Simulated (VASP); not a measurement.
# CaGa2Si2O6 in VASP: a series of runs, part 2 of 2

VASP 6.6.1.

## (3) Single point, PBE

The input, INCAR:

```
PREC = Accurate
ENCUT = 520
EDIFF = 1E-7
ISMEAR = 1
SIGMA = 0.0307
LREAL = False
LASPH = True
NELM = 80
ALGO = Normal
ISIF = 2
LWAVE = False
LCHARG = False
GGA = PE
NBANDS = 51
```

The input, KPOINTS:

```
regular mesh
0
Gamma
  3 3 4
```

The input, POSCAR:

```
CaGa2Si2O6
1.0
    5.8974640000     -0.8615960000     -0.5920140000
    0.0680250000      5.2012020000     -0.7389740000
    0.1514580000      0.1401890000      4.3343660000
O Ga Si Ca
6 2 2 1
Direct
    0.0750913720      0.1534128303      0.2460842569
    0.4341662912      0.5750196351      0.2809968246
    0.2022241328      0.8776066424      0.5549014570
    0.0305976123      0.4499306253      0.7561842375
   -0.0609111052      0.7226440436      0.3739993190
    0.4441879635      0.2461149330      0.6623850015
    0.6912313495      0.4046819770      0.3573565535
    0.3435934880      1.0001970197      0.0804273907
    1.0163063073      0.1662510052      0.5748980895
    0.3166046212      0.5558935651      0.6894517583
    0.8052765595      0.8189282201      0.9614803318
```

Potentials or basis: VASP PAW PBE potentials, release 64 (O, Ga_d, Si, Ca_sv).

Run with:

```bash
$ cat potpaw_PBE.64/O/POTCAR potpaw_PBE.64/Ga_d/POTCAR potpaw_PBE.64/Si/POTCAR potpaw_PBE.64/Ca_sv/POTCAR > POTCAR
$ mpirun -np 1 vasp_std > vasp.out
```

OUTCAR:

```text
PREC = Accurate
   ENCUT = 520
   EDIFF = 1E-7
   ISMEAR = 1
   LREAL = False
   LASPH = True
   NELM = 80
   ISIF = 2
   GGA = PE

 ion  position               nearest neighbor table
   1  0.075  0.153  0.246-   9 1.49   8 2.02  11 2.41
   2  0.434  0.575  0.281-   7 1.90  10 1.96
   3  0.202  0.878  0.555-   5 1.78   9 1.98  10 2.02   8 2.37   8 2.40
   4  0.031  0.450  0.756-   9 1.60  10 1.79
   5  0.939  0.723  0.374-   3 1.78  11 2.05   7 2.09   9 2.38
   6  0.444  0.246  0.662-  10 1.87   7 2.20   8 2.41   9 2.54
   7  0.691  0.405  0.357-   2 1.90   5 2.09   6 2.20   9 2.61  10 2.89   8 2.89  11 2.96
   8  0.344  0.000  0.080-   1 2.02   3 2.37   3 2.40   6 2.41  10 2.72   7 2.89
   9  0.016  0.166  0.575-   1 1.49   4 1.60   3 1.98   5 2.38   6 2.54  10 2.55   7 2.61  11 2.86
                            11 3.16
  10  0.317  0.556  0.689-   4 1.79   6 1.87   2 1.96   3 2.02   9 2.55   8 2.72   7 2.89
  11  0.805  0.819  0.961-   5 2.05   1 2.41   9 2.86   7 2.96   9 3.16

  LATTYP: Found a triclinic cell.
 ALAT       =     5.2538759234
 B/A-ratio  =     1.6011006324
 C/A-ratio  =     0.8259191172
 COS(alpha) =     0.0183539911
 COS(beta)  =     0.1080589223
 COS(gamma) =     0.7069922185

  Lattice vectors:

 A1 = (  -0.0680250000,  -5.2012020000,   0.7389740000)
 A2 = (   5.8294390000,  -6.0627980000,   0.1469600000)
 A3 = (   0.1514580000,   0.1401890000,   4.3343660000)

Analysis of symmetry for initial positions (statically):
=====================================================================
 Subroutine PRICEL returns:
 Original cell was already a primitive cell.

 Routine SETGRP: Setting up the symmetry group for a
 triclinic supercell.

 Subroutine GETGRP returns: Found  1 space group operations
 (whereof  1 operations were pure point group operations)
 out of a pool of  2 trial point group operations.

The static configuration has the point symmetry C_1 .

Analysis of symmetry for dynamics (positions and initial velocities):
=====================================================================
 Subroutine PRICEL returns:
 Original cell was already a primitive cell.

 Routine SETGRP: Setting up the symmetry group for a
 triclinic supercell.

 Subroutine GETGRP returns: Found  1 space group operations
 (whereof  1 operations were pure point group operations)
 out of a pool of  2 trial point group operations.

The dynamic configuration has the point symmetry C_1 .

 Subroutine INISYM returns: Found  1 space group operations
 (whereof  1 operations are pure point group operations),
 and found     1 'primitive' translations

----------------------------------------------------------------------------------------

                                     Primitive cell

  volume of cell :     134.3741

  direct lattice vectors                    reciprocal lattice vectors
     5.897464000 -0.861596000 -0.592014000     0.168540780 -0.003027138 -0.005791499
     0.068025000  5.201202000 -0.738974000     0.027173984  0.190895716 -0.007123809
     0.151458000  0.140189000  4.334366000     0.027653264  0.032132696  0.228708660

  length of vectors
     5.989399793  5.253875923  4.339276565     0.168667423  0.192951674  0.232604524

[... 75 lines left out ...]
   number of dos      NEDOS =    301   number of ions     NIONS =     11
   total plane-waves  NPLWV =  61440
   dimension x,y,z NGX =    48 NGY =   40 NGZ =   32
   dimension x,y,z NGXF=    96 NGYF=   80 NGZF=   64
   ions per type =               6   2   2   1
   NGX,Y,Z   is equivalent  to a cutoff of  13.32, 12.66, 12.26 a.u.
   NGXF,Y,Z  is equivalent  to a cutoff of  26.65, 25.31, 24.52 a.u.
 SYSTEM =  unknown system
   PREC   = accura    normal or accurate (medium, high low for compatibility)
   ISTART =      0    job   : 0-new  1-cont  2-samecut
   ICHARG =      2    charge: 1-file 2-atom 10-const
   ISPIN  =      1    spin polarized calculation?
   LNONCOLLINEAR =      F non collinear calculations
   LSORBIT =      F    spin-orbit coupling
   LASPH  =      T    aspherical Exc in radial PAW
   ENCUT  =  520.0 eV  38.22 Ry    6.18 a.u.  11.14  9.77  8.07*2*pi/ulx,y,z
   NELM   =     80;   NELMIN=  2; NELMDL= -5     # of ELM steps
   EDIFF  = 0.1E-06   stopping-criterion for ELM
   LREAL  =      F    real-space projection
   EDIFFG = 0.1E-05   stopping-criterion for IOM
   NSW    =      0    number of steps for IOM
   IBRION =     -1    ionic relax: 0-MD 1-quasi-New 2-CG
   NFREE  =      0    steps in history (QN), initial steepest desc. (CG)
   ISIF   =      2    stress and relaxation
   ISYM   =      2    0-nonsym 1-usesym 2-fastsym
   POTIM  = 0.5000    time-step for ionic-motion
   TEBEG  =    0.0;   TEEND  =   0.0 temperature during run
   PSTRESS=    0.0 pullay stress
   NELECT =      80.0000    total number of electrons
   NUPDOWN=      -1.0000    fix difference up-down
   EMIN   =  10.00;   EMAX   =-10.00  energy-range for DOS
   EFERMI =   0.00;   METHOD = LEGACY
   ISMEAR =     1;   SIGMA  =   0.03  broadening in eV -4-tet -1-fermi 0-gaus
   EFERMI_NEDOS =   21; number of points for ismear=-14 and -15
   IALGO  =     38    algorithm
   IMIX   =      4    mixing-type and parameters
     AMIX     =   0.40;   BMIX     =  1.00
     AMIX_MAG =   1.60;   BMIX_MAG =  1.00
  volume/ion in A,a.u.               =      12.22        82.44
  Fermi-wavevector in a.u.,A,eV,Ry     =   1.377208  2.602547 25.806213  1.896703
  Thomas-Fermi vector in A             =   2.502383
   LORBIT       =      0    0 simple, 1 ext, 2 COOP (PROOUT), +10 PAW based schemes
   GGA     = PE    functional components
   LHFCALC =     F    Hartree Fock is set to
   AEXX    =    0.0000 exact exchange contribution
   IVDW    =     0    specifies the selected vdW correction
   LEPSILON=     F    determine dielectric tensor
   LRPA    =     F    only Hartree local field effects (RPA)
 non-spin polarized calculation
 Methfessel and Paxton  Order N= 1 SIGMA  =   0.03
  energy-cutoff  :      520.00
  volume of cell :      134.37
 maximum number of plane-waves:      3635
 NGX is ok and might be reduce to    48
   NGX = 23   NGY = 19   NGZ = 17

 number of electron      80.0000016 magnetization

 Free energy of the ion-electron system (eV)
  ---------------------------------------------------
  ext. energy  EPLUGINS =         0.00000000
  ---------------------------------------------------
  free energy    TOTEN  =       -58.23850763 eV

  energy without entropy =      -58.23813730  energy(sigma->0) =      -58.23838419

 E-fermi :   5.6093     XC(G=0): -10.7962

 val. band max:        5.6043279468   @ k =   0.3333   0.3333   0.5000
 cond. band min:       5.6485262737   @ k =   0.0000   0.0000   0.5000
 fundamental gap:      0.0441983269
 Fermi energy:         5.6092932249

 k-point     1 :       0.0000    0.0000    0.0000
  band No.  band energies     occupation
      1     -34.5656      2.00000
      2     -16.5180      2.00000
      3     -15.8594      2.00000
      4     -15.8528      2.00000
      5     -15.6112      2.00000
      6     -14.7641      2.00000
[... 1015 lines left out ...]
     50      11.0572      0.00000
     51      11.8551      0.00000

------------------------ aborting loop because EDIFF is reached ----------------------------------------

  FORCE on cell =-STRESS in cart. coord.  units (eV):
  Direction    XX          YY          ZZ          XY          YZ          ZX
  --------------------------------------------------------------------------------------
  -------------------------------------------------------------------------------------
  Total        7.5540185      8.5424685     15.1068824      6.1187349     -4.5418482      7.1692045
  in kB       90.0685523    101.8541015    180.1233382     72.9552876    -54.1536528     85.4803134
  external PRESSURE =     124.0153307 kB  Pullay stress =       0.0000000 kB

 VOLUME and BASIS-vectors are now :
 -----------------------------------------------------------------------------
  energy-cutoff  :      520.00
  volume of cell :      134.37
      direct lattice vectors                 reciprocal lattice vectors
     5.897464000 -0.861596000 -0.592014000     0.168540780 -0.003027138 -0.005791499
     0.068025000  5.201202000 -0.738974000     0.027173984  0.190895716 -0.007123809
     0.151458000  0.140189000  4.334366000     0.027653264  0.032132696  0.228708660

 POSITION                                       TOTAL-FORCE (eV/Angst)
 -----------------------------------------------------------------------------------
      0.49056      0.76773      0.90880         1.093875      0.299430     -8.311620
      2.64216      2.65611      0.53599        -0.310641      0.667202      1.616326
      1.33635      4.46817      1.63690         1.258073     -0.605569      2.941373
      0.32559      2.41983      2.92698         3.079601      1.352151      1.047472
      5.64405      3.00193      0.53108        -3.486046     -1.973391      0.299811
      2.73665      0.99024      2.42618        -0.536684      3.212121      1.118344
      4.15816      1.55937      0.84065        -0.684963     -0.922028      0.097560
      2.03853     -0.28374      0.14504         1.111694      0.353816      0.493187
      0.19455      0.93125      2.35931        -2.262671     -3.325978      4.102601
      2.00940      2.71518      2.39011         1.153724      0.390015     -2.224958
      4.95042      3.70038      3.08551        -0.415962      0.552230     -1.180096
 -----------------------------------------------------------------------------------
    total drift:                                0.000152     -0.000128      0.000498

  FREE ENERGIE OF THE ION-ELECTRON SYSTEM (eV)
  ---------------------------------------------------
  free  energy   TOTEN  =       -58.2385076347 eV

  energy  without entropy=      -58.2381372966  energy(sigma->0) =      -58.23838419
```

Wall time 2.2 min (1 thread of AMD EPYC 7R13 (Zen 3), shared host); peak memory 0.28 GiB.

What came out:

```yaml
Free_energy: -58.2385 eV
Pressure: 12.4 GPa
Largest_force: 8.389 eV/Å
Band_gap_on_the_k_mesh: zero (bands 40 and 41 overlap by 0.15 eV)
```

Forces in eV/Å, atoms in the order of the input:
```
O    1.094  0.299 -8.312
O   -0.311  0.667  1.616
O    1.258 -0.606  2.941
O    3.080  1.352  1.047
O   -3.486 -1.973  0.300
O   -0.537  3.212  1.118
Ga  -0.685 -0.922  0.098
Ga   1.112  0.354  0.493
Si  -2.263 -3.326  4.103
Si   1.154  0.390 -2.225
Ca  -0.416  0.552 -1.180
```

Stress tensor (GPa, compression positive):
```
 9.01  7.30  8.55
 7.30 10.19 -5.42
 8.55 -5.42 18.01
```

Caveat: the k points lie up to 0.40 Å⁻¹ apart.

## (4) Single point, PBE

The input, INCAR:

```
SYSTEM = CaGa2Si2O6
ALGO     = Normal         ! electronic algorithm
EDIFF    = 1E-7           ! SCF threshold, eV
ENCUT    = 520            ! plane-wave cutoff, eV
GGA      = PE             ! functional
ISIF     = 2              ! what is computed and relaxed
ISMEAR   = 1              ! smearing method
LASPH    = .TRUE.         ! aspherical terms in the spheres
LCHARG   = .FALSE.        ! write CHGCAR
LREAL    = .FALSE.        ! projectors in reciprocal space
LWAVE    = .FALSE.        ! write WAVECAR
NBANDS   = 51             ! bands
NELM     = 80             ! most SCF steps
PREC     = Accurate       ! precision mode
SIGMA    = 0.0307         ! smearing width, eV
```

The input, KPOINTS:

```
k-points
0
G
  3 3 4
  0 0 0
```

The input, POSCAR:

```
CaGa2Si2O6
1.0
    5.8974640000     -0.8615960000     -0.5920140000
    0.0680250000      5.2012020000     -0.7389740000
    0.1514580000      0.1401890000      4.3343660000
O Ga Si Ca
6 2 2 1
Direct
    0.0528766311      0.0785226510      0.2303969954
    0.4872451138      0.5731748556      0.3394291678
    0.1787035506      0.8669965367      0.6245150738
    0.0558942405      0.4515359514      0.7206882162
   -0.1508556289      0.7350259821      0.3624734150
    0.4169407614      0.3070335758      0.6718490311
    0.7037371082      0.3991322497      0.3507095560
    0.3430188425      1.0095255165      0.0805949627
    1.0200238613      0.1532103178      0.6144466913
    0.3027763630      0.5451968578      0.6646877879
    0.8059545850      0.8150269049      0.9508355062
```

Run with:

```bash
$ cat potpaw_PBE.64/O/POTCAR potpaw_PBE.64/Ga_d/POTCAR potpaw_PBE.64/Si/POTCAR potpaw_PBE.64/Ca_sv/POTCAR > POTCAR
$ mpirun -np 1 vasp_std > vasp.out
```

Run time: 2.2 min. Hardware: 1 thread of AMD EPYC 7R13 (Zen 3), shared host; peak memory 0.28 GiB.

Results (log left out):

```
Free energy            : -58.5300 eV
Pressure               : 27.0 GPa
Largest force          : 9.871 eV/Å
Band gap on the k mesh : 0.23 eV
```

Forces on the atoms (eV/Å):
```
O    2.198  3.171 -2.007
O   -7.494  5.306 -0.331
O    2.211 -0.078  2.852
O   -2.603  1.773  2.623
O    0.406 -2.830  3.311
O    2.296 -6.012  4.223
Ga   2.355 -3.799  0.514
Ga   1.085  0.271  0.019
Si  -1.524 -5.812 -2.662
Si   2.813  8.053 -4.967
Ca  -1.744 -0.043 -3.575
```

Stress tensor (GPa, compression positive):
```
 34.37   7.77   3.43
  7.77  29.79 -14.81
  3.43 -14.81  16.75
```

Levels at points of the mesh, in eV from the valence-band top:
| k point | band 36 | band 37 | band 38 | band 39 | band 40 | band 41 | band 42 | band 43 | band 44 | band 45 |
| --- | --- | --- | --- | --- | --- | --- | --- | --- | --- | --- |
| (0.00, 0.00, 0.00) | -2.31 | -2.13 | -1.43 | -0.67 | -0.04 | 0.64 | 1.90 | 2.93 | 3.64 | 4.34 |
| (0.00, 0.00, 0.50) | -2.21 | -1.93 | -1.46 | -0.32 | -0.11 | 0.60 | 1.97 | 2.67 | 3.50 | 4.43 |

Caveat: semilocal functionals underestimate gaps, and a narrow one can read as zero.

## (5) Overview

| cell | gap on the mesh (eV) | pressure (GPa) | largest force (eV/Å) |
| --- | --- | --- | --- |
| as given, atomic positions A | none | 1.9 | 5.39 |
| as given, atomic positions B | none | 12.4 | 8.39 |
| as given, atomic positions C | 0.23 | 27.0 | 9.87 |

Alike in all rows: task single point; level PBE; potentials or basis VASP PAW PBE potentials, release 64 (O, Ga_d, Si, Ca_sv); no spin polarisation; k mesh 3 × 3 × 4; cutoff (eV) 520; smearing methfessel-paxton 0.0307 eV.

Caveats: some runs use coarse meshes; semilocal functionals underestimate gaps, and a narrow one can read as zero (at least some runs).

Total energies depend on the potentials used, so only differences within one code and one set of settings carry meaning.

The gap in the log of VASP goes by the Fermi energy; the results here count the filled bands.